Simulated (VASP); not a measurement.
# Si3Ru (Cmmm) in VASP: a series of runs

Si3Ru is run at these levels: PBE; tasks: single point, relaxation of cell and atoms.

All numbers are computed with VASP 6.6.1; they aren't measurements. Logs are shortened: lines on timing, memory, paths and dates and some standing lists are left out, and cuts for length are marked.

## 1. The cell of the first run

The structure is orthorhombic, space group Cmmm (No. 65). Conventional cell: a = 2.812 Å, b = 4.402 Å, c = 8.808 Å, α = 90.00°, β = 90.00°, γ = 90.00°. Si (site symmetry mm2) has 4 Ru at 2.59 to 3.09 Å and 10 Si at 2.61 to 3.13 Å within 3.4 Å. Si (site symmetry mmm) has 14 Si at 2.61 to 3.13 Å within 3.4 Å. Ru (site symmetry mmm) has 8 Si at 2.59 to 3.09 Å and 6 Ru at 2.61 to 2.81 Å within 3.4 Å.

## 2. Single point, PBE

File INCAR:

```
PREC = Accurate ; ENCUT = 520
EDIFF = 1E-6 ; ISMEAR = 0
SIGMA = 0.1 ; LREAL = False
LASPH = True ; NELM = 80
ALGO = Normal ; ISIF = 2
LWAVE = False ; LCHARG = False
GGA = PE ; NBANDS = 21
```

File KPOINTS:

```
Automatic mesh
0
Gamma
  8 8 2
```

File POSCAR:

```
Si3Ru
1.0
    1.4058792500     -2.2008184000      0.0000000000
    1.4058792500      2.2008184000      0.0000000000
    0.0000000000      0.0000000000      8.8079921800
Si Ru
3 1
Direct
    0.5000000000      0.5000000000      0.7533087700
    0.0000000000      0.0000000000      0.5000000000
    0.5000000000      0.5000000000      0.2466912300
    0.0000000000      0.0000000000      0.0000000000
```

Potentials or basis: VASP PAW PBE potentials, release 64 (Si, Ru_pv).

Run with:

```bash
cat potpaw_PBE.64/Si/POTCAR potpaw_PBE.64/Ru_pv/POTCAR > POTCAR
mpirun -np 1 vasp_std > vasp.out
```

OUTCAR:

```text
PREC = Accurate
   ENCUT = 520
   EDIFF = 1E-6
   ISMEAR = 0
   LREAL = False
   LASPH = True
   NELM = 80
   ISIF = 2
   GGA = PE

 ion  position               nearest neighbor table
   1  0.500  0.500  0.753-   4 2.59   4 2.59   2 2.64   2 2.64   4 3.09   4 3.09   2 3.13   2 3.13

   2  0.000  0.000  0.500-   1 2.64   3 2.64   1 2.64   3 2.64   1 3.13   3 3.13   1 3.13   3 3.13

   3  0.500  0.500  0.247-   4 2.59   4 2.59   2 2.64   2 2.64   4 3.09   4 3.09   2 3.13   2 3.13

   4  0.000  0.000  0.000-   1 2.59   3 2.59   1 2.59   3 2.59   1 3.09   3 3.09   1 3.09   3 3.09

  LATTYP: Found a base centered orthorhombic cell.
 ALAT       =     2.8117585000
 B/A-ratio  =     1.5654391371
 C/A-ratio  =     3.1325564340

  Lattice vectors:

 A1 = (   1.4058792500,  -2.2008184000,   0.0000000000)
 A2 = (   1.4058792500,   2.2008184000,   0.0000000000)
 A3 = (   0.0000000000,   0.0000000000,   8.8079921800)

Analysis of symmetry for initial positions (statically):
=====================================================================
 Subroutine PRICEL returns:
 Original cell was already a primitive cell.

 Routine SETGRP: Setting up the symmetry group for a
 base centered orthorhombic supercell.

 Subroutine GETGRP returns: Found  8 space group operations
 (whereof  8 operations were pure point group operations)
 out of a pool of  8 trial point group operations.

The static configuration has the point symmetry D_2h.

Analysis of symmetry for dynamics (positions and initial velocities):
=====================================================================
 Subroutine PRICEL returns:
 Original cell was already a primitive cell.

 Routine SETGRP: Setting up the symmetry group for a
 base centered orthorhombic supercell.

 Subroutine GETGRP returns: Found  8 space group operations
 (whereof  8 operations were pure point group operations)
 out of a pool of  8 trial point group operations.

The dynamic configuration has the point symmetry D_2h.

 Subroutine INISYM returns: Found  8 space group operations
 (whereof  8 operations are pure point group operations),
 and found     1 'primitive' translations

----------------------------------------------------------------------------------------

                                     Primitive cell

  volume of cell :      54.5054

  direct lattice vectors                    reciprocal lattice vectors
     1.405879250 -2.200818400  0.000000000     0.355649321 -0.227188213  0.000000000
     1.405879250  2.200818400  0.000000000     0.355649321  0.227188213  0.000000000
     0.000000000  0.000000000  8.807992180     0.000000000  0.000000000  0.113533252

  length of vectors
     2.611531753  2.611531753  8.807992180     0.422020051  0.422020051  0.113533252

  position of ions in fractional coordinates (direct lattice)
     0.500000000  0.500000000  0.753308770
     0.000000000  0.000000000  0.500000000
     0.500000000  0.500000000  0.246691230
     0.000000000  0.000000000  0.000000000

  ion indices of the primitive-cell ions
   primitive index   ion index
                 1           1
                 2           2
                 3           3
                 4           4

----------------------------------------------------------------------------------------

 KPOINTS: Automatic mesh

Automatic generation of k-mesh.
 Grid dimensions read from file:
 generate k-points for:    8    8    2

 Generating k-lattice:

  Cartesian coordinates                     Fractional coordinates (reciprocal lattice)
     0.044456165 -0.028398527  0.000000000     0.125000000  0.000000000  0.000000000
     0.044456165  0.028398527  0.000000000     0.000000000  0.125000000  0.000000000
     0.000000000  0.000000000  0.056766626     0.000000000  0.000000000  0.500000000

  Length of vectors
     0.052752506  0.052752506  0.056766626

  Shift w.r.t. Gamma in fractional coordinates (k-lattice)
     0.000000000  0.000000000  0.000000000

 Subroutine IBZKPT returns following result:
 ===========================================

 Found     42 irreducible k-points:

 Following reciprocal coordinates:
            Coordinates               Weight
  0.000000  0.000000  0.000000      1.000000
  0.125000  0.000000  0.000000      4.000000
  0.250000  0.000000  0.000000      4.000000
  0.375000  0.000000  0.000000      4.000000
  0.500000  0.000000  0.000000      2.000000
  0.125000  0.125000  0.000000      2.000000
[... 16 lines left out ...]
  0.125000  0.000000  0.500000      4.000000
  0.250000  0.000000  0.500000      4.000000
 [... further k-points ...]
   k-points           NKPTS =     42   k-points in BZ     NKDIM =     42   number of bands    NBANDS=     21
   number of dos      NEDOS =    301   number of ions     NIONS =      4
   total plane-waves  NPLWV =  28000
   dimension x,y,z NGX =    20 NGY =   20 NGZ =   70
   dimension x,y,z NGXF=    40 NGYF=   40 NGZF=  140
   ions per type =               3   1
   NGX,Y,Z   is equivalent  to a cutoff of  12.73, 12.73, 13.21 a.u.
   NGXF,Y,Z  is equivalent  to a cutoff of  25.46, 25.46, 26.42 a.u.
 SYSTEM =  unknown system
   PREC   = accura    normal or accurate (medium, high low for compatibility)
   ISTART =      0    job   : 0-new  1-cont  2-samecut
   ICHARG =      2    charge: 1-file 2-atom 10-const
   ISPIN  =      1    spin polarized calculation?
   LNONCOLLINEAR =      F non collinear calculations
   LSORBIT =      F    spin-orbit coupling
   LASPH  =      T    aspherical Exc in radial PAW
   ENCUT  =  520.0 eV  38.22 Ry    6.18 a.u.   4.86  4.86 16.38*2*pi/ulx,y,z
   NELM   =     80;   NELMIN=  2; NELMDL= -5     # of ELM steps
   EDIFF  = 0.1E-05   stopping-criterion for ELM
   LREAL  =      F    real-space projection
   EDIFFG = 0.1E-04   stopping-criterion for IOM
   NSW    =      0    number of steps for IOM
   IBRION =     -1    ionic relax: 0-MD 1-quasi-New 2-CG
   NFREE  =      0    steps in history (QN), initial steepest desc. (CG)
   ISIF   =      2    stress and relaxation
   ISYM   =      2    0-nonsym 1-usesym 2-fastsym
   POTIM  = 0.5000    time-step for ionic-motion
   TEBEG  =    0.0;   TEEND  =   0.0 temperature during run
   PSTRESS=    0.0 pullay stress
   NELECT =      26.0000    total number of electrons
   NUPDOWN=      -1.0000    fix difference up-down
   EMIN   =  10.00;   EMAX   =-10.00  energy-range for DOS
   EFERMI =   0.00;   METHOD = LEGACY
   ISMEAR =     0;   SIGMA  =   0.10  broadening in eV -4-tet -1-fermi 0-gaus
   EFERMI_NEDOS =   21; number of points for ismear=-14 and -15
   IALGO  =     38    algorithm
   IMIX   =      4    mixing-type and parameters
     AMIX     =   0.40;   BMIX     =  1.00
     AMIX_MAG =   1.60;   BMIX_MAG =  1.00
  volume/ion in A,a.u.               =      13.63        91.96
  Fermi-wavevector in a.u.,A,eV,Ry     =   1.279144  2.417232 22.261993  1.636210
  Thomas-Fermi vector in A             =   2.411647
   LORBIT       =      0    0 simple, 1 ext, 2 COOP (PROOUT), +10 PAW based schemes
   GGA     = PE    functional components
   LHFCALC =     F    Hartree Fock is set to
   AEXX    =    0.0000 exact exchange contribution
   IVDW    =     0    specifies the selected vdW correction
   LEPSILON=     F    determine dielectric tensor
   LRPA    =     F    only Hartree local field effects (RPA)
 non-spin polarized calculation
 Gauss-broadening in eV      SIGMA  =   0.10
  energy-cutoff  :      520.00
  volume of cell :       54.51
 maximum number of plane-waves:      1488
   NGX =  9   NGY =  9   NGZ = 33

 number of electron      25.9999999 magnetization

 Free energy of the ion-electron system (eV)
  ---------------------------------------------------
  ext. energy  EPLUGINS =         0.00000000
  ---------------------------------------------------
  free energy    TOTEN  =       -24.10483582 eV

  energy without entropy =      -24.08759908  energy(sigma->0) =      -24.09621745

 E-fermi :  11.3179     XC(G=0): -12.0900

 val. band max:       11.3007334798   @ k =   0.2500   0.0000   0.0000
 cond. band min:      11.3222919694   @ k =   0.2500   0.0000   0.0000
 fundamental gap:      0.0215584896
 Fermi energy:        11.3178681530

 k-point     1 :       0.0000    0.0000    0.0000
  band No.  band energies     occupation
      1     -31.2655      2.00000
      2     -30.9345      2.00000
      3     -30.8003      2.00000
      4      -3.0248      2.00000
      5      -1.2961      2.00000
      6       0.5302      2.00000
[... 13 lines left out ...]
     20      22.2273      0.00000
     21      22.5415      0.00000

 k-point     2 :       0.1250    0.0000    0.0000
  band No.  band energies     occupation
      1     -31.2473      2.00000
      2     -31.0317      2.00000
      3     -30.8503      2.00000
      4      -2.6186      2.00000
      5      -0.9181      2.00000
      6       0.9483      2.00000
[... 13 lines left out ...]
     20      20.2443      0.00000
     21      21.5619      0.00000

 k-point     3 :       0.2500    0.0000    0.0000
  band No.  band energies     occupation
      1     -31.3183      2.00000
      2     -31.2033      2.00000
      3     -30.9118      2.00000
      4      -1.4081      2.00000
      5       0.1998      2.00000
      6       2.1645      2.00000
[... 13 lines left out ...]
     20      18.5739      0.00000
     21      20.3837      0.00000
[... 457 lines left out ...]
 k-point    23 :       0.1250    0.0000    0.5000
  band No.  band energies     occupation
      1     -31.2473      2.00000
      2     -31.0317      2.00000
      3     -30.8503      2.00000
      4      -2.5146      2.00000
      5      -1.2950      2.00000
      6       1.6687      2.00000
[... 13 lines left out ...]
     20      20.8234      0.00000
     21      21.7115      0.00000

 k-point    24 :       0.2500    0.0000    0.5000
  band No.  band energies     occupation
      1     -31.3183      2.00000
      2     -31.2033      2.00000
      3     -30.9118      2.00000
      4      -1.3268      2.00000
      5      -0.0831      2.00000
      6       2.6514      2.00000
[... 13 lines left out ...]
     20      19.2992      0.00000
     21      19.3701      0.00000

 [... further k-points ...]
[... 5 lines left out ...]
  --------------------------------------------------------------------------------------
  -------------------------------------------------------------------------------------
  Total        0.7654998      6.0244779     -3.0295234      0.0000000      0.0000000      0.0000000
  in kB       22.5017615    177.0887011    -89.0524243      0.0000000      0.0000000      0.0000000
  external PRESSURE =      36.8460128 kB  Pullay stress =       0.0000000 kB

 VOLUME and BASIS-vectors are now :
 -----------------------------------------------------------------------------
  energy-cutoff  :      520.00
  volume of cell :       54.51
      direct lattice vectors                 reciprocal lattice vectors
     1.405879250 -2.200818400  0.000000000     0.355649321 -0.227188213  0.000000000
     1.405879250  2.200818400  0.000000000     0.355649321  0.227188213  0.000000000
     0.000000000  0.000000000  8.807992180     0.000000000  0.000000000  0.113533252

 POSITION                                       TOTAL-FORCE (eV/Angst)
 -----------------------------------------------------------------------------------
      1.40588      0.00000      6.63514         0.000000     -0.000000      0.993457
      0.00000      0.00000      4.40400         0.000000     -0.000000     -0.000000
      1.40588      0.00000      2.17285        -0.000000     -0.000000     -0.993457
      0.00000      0.00000      0.00000         0.000000      0.000000     -0.000000
 -----------------------------------------------------------------------------------
    total drift:                                0.000000      0.000000     -0.000000

  FREE ENERGIE OF THE ION-ELECTRON SYSTEM (eV)
  ---------------------------------------------------
  free  energy   TOTEN  =       -24.1048358150 eV

  energy  without entropy=      -24.0875990845  energy(sigma->0) =      -24.09621745
```

Wall time 83 s (1 thread of Intel Xeon Platinum 8488C (Sapphire Rapids), shared host); peak memory 0.19 GiB.

What came out:

* Free energy: -24.1048 eV
* Pressure: 3.7 GPa
* Largest force: 0.993 eV/Å
* Band gap on the k mesh: zero (band 13 reaches 12.70 eV, above the bottom of band 14 at 10.16 eV)

Forces in eV/Å, atoms in the order of the input:
```
Si   0.000  0.000  0.993
Si   0.000  0.000  0.000
Si   0.000  0.000 -0.993
Ru   0.000  0.000  0.000
```

## 3. Relaxation of cell and atoms, PBE

File INCAR:

```
SYSTEM = Si3Ru
PREC = Accurate
ENCUT = 600
EDIFF = 1E-6
ISMEAR = 0
SIGMA = 0.1
LREAL = .False.
LASPH = .True.
NELM = 100
ALGO = Normal
ISIF = 3
LWAVE = .False.
LCHARG = .False.
GGA = PE
IBRION = 2
NSW = 90
EDIFFG = -0.04
```

File KPOINTS:

```
Automatic mesh
0
Gamma
  8 8 2
  0 0 0
```

POSCAR is that of step 2.

Potentials or basis: VASP PAW PBE potentials, release 64 (Si, Ru_pv).

Run with:

```bash
cat potpaw_PBE.64/Si/POTCAR potpaw_PBE.64/Ru_pv/POTCAR > POTCAR
mpirun -np 1 vasp_std > vasp.out
```

Wall time 15 min (1 thread of Intel Xeon Platinum 8488C (Sapphire Rapids), shared host); peak memory 0.23 GiB.

It converged, with:

| Quantity | Value |
| --- | --- |
| Free energy | -24.6849 eV |
| Relaxed volume | 14.34 Å³/atom |
| Relaxed cell | a = 2.850 Å, b = 2.850 Å, c = 7.802 Å, α = 90.00°, β = 90.00°, γ = 115.15° |
| Space group after relaxing (to 0.05 Å) | Cmmm (No. 65) |
| Energy gained by relaxing | 145.0 meV/atom |
| Ionic steps | 21 |
| Pressure after relaxing | 0.0 GPa |
| Largest force after relaxing | 0.011 eV/Å |
| Band gap on the k mesh | zero (band 13 reaches 12.76 eV, above the bottom of band 14 at 9.85 eV) |

Forces in eV/Å, atoms in the order of the input:
```
Si   0.000  0.000  0.011
Si   0.000  0.000  0.000
Si   0.000  0.000 -0.011
Ru   0.000  0.000  0.000
```

Stress tensor (GPa, compression positive):
```
-0.10  0.00  0.00
 0.00  0.10  0.00
 0.00  0.00 -0.09
```

The path:
| step | energy change (eV) | largest force (eV/Å) | pressure (GPa) | volume (Å³) |
| --- | --- | --- | --- | --- |
| 1 | 0.0000 | 0.9961 | 3.74 | 54.51 |
| 2 | -0.4208 | 0.7190 | -1.74 | 56.89 |
| 3 | -0.4652 | 0.5739 | -2.32 | 57.64 |
| 4 | -0.4592 | 0.2605 | -1.52 | 59.06 |
| 5 | -0.4726 | 0.3950 | -2.20 | 58.15 |
| 6 | -0.4920 | 0.2962 | 3.43 | 56.55 |
| 7 | -0.4966 | 0.0668 | 1.65 | 57.03 |
| 8 | -0.5284 | 0.2165 | 1.61 | 57.08 |
| 9 | -0.5349 | 0.2804 | 1.57 | 57.09 |
| 10 | -0.5412 | 0.5086 | 1.56 | 57.10 |
| 11 | -0.5540 | 0.0639 | -2.02 | 58.18 |
| 12 | -0.5556 | 0.1753 | -1.14 | 57.91 |
| 13 | -0.5655 | 0.1007 | -0.28 | 57.46 |
| 14 | -0.5740 | 0.0165 | 2.01 | 56.44 |
| 15 | -0.5749 | 0.0478 | 0.93 | 56.86 |
| 16 | -0.5756 | 0.0247 | 1.33 | 56.70 |
| 17 | -0.5776 | 0.0987 | 0.49 | 57.07 |
| 18 | -0.5783 | 0.0626 | 0.76 | 56.94 |
| 19 | -0.5794 | 0.0631 | -0.11 | 57.30 |
| 20 | -0.5794 | 0.0630 | -0.12 | 57.31 |
| 21 | -0.5799 | 0.0110 | -0.03 | 57.35 |

Final structure:
```cif
data_structure
_symmetry_space_group_name_H-M 'P 1'
_symmetry_Int_Tables_number 1
_cell_length_a 2.8497
_cell_length_b 2.8497
_cell_length_c 7.8021
_cell_angle_alpha 90.000
_cell_angle_beta 90.000
_cell_angle_gamma 115.152
_cell_volume 57.35
loop_
_atom_site_label
_atom_site_type_symbol
_atom_site_fract_x
_atom_site_fract_y
_atom_site_fract_z
_atom_site_occupancy
Si1 Si 0.50000 0.50000 0.76165 1
Si2 Si 0.00000 0.00000 0.50000 1
Si3 Si 0.50000 0.50000 0.23835 1
Ru1 Ru 0.00000 0.00000 0.00000 1
```

Levels at points of the mesh, in eV from the Fermi level:
| k point | band 9 | band 10 | band 11 | band 12 | band 13 | band 14 | band 15 | band 16 | band 17 |
| --- | --- | --- | --- | --- | --- | --- | --- | --- | --- |
| (0.00, 0.00, 0.00) | -2.69 | -1.90 | -1.77 | -0.20 | 0.25 | 4.31 | 7.13 | 7.14 | 7.28 |
| (0.50, 0.00, 0.00) | -4.58 | -3.75 | -3.23 | -1.25 | 0.44 | 1.51 | 1.86 | 2.49 | 3.47 |
| (0.50, 0.50, 0.00) | -3.18 | -3.13 | -2.80 | -1.29 | 0.18 | 0.18 | 1.07 | 1.97 | 4.30 |
| (0.00, 0.00, 0.50) | -2.69 | -1.90 | -1.67 | -0.20 | 1.42 | 4.69 | 5.17 | 5.84 | 7.53 |
| (0.50, 0.00, 0.50) | -4.41 | -2.46 | -1.70 | -1.29 | -1.21 | 0.46 | 1.06 | 3.26 | 3.52 |
| (0.50, 0.50, 0.50) | -4.41 | -3.16 | -2.54 | -1.57 | 0.78 | 1.07 | 1.36 | 1.42 | 1.72 |
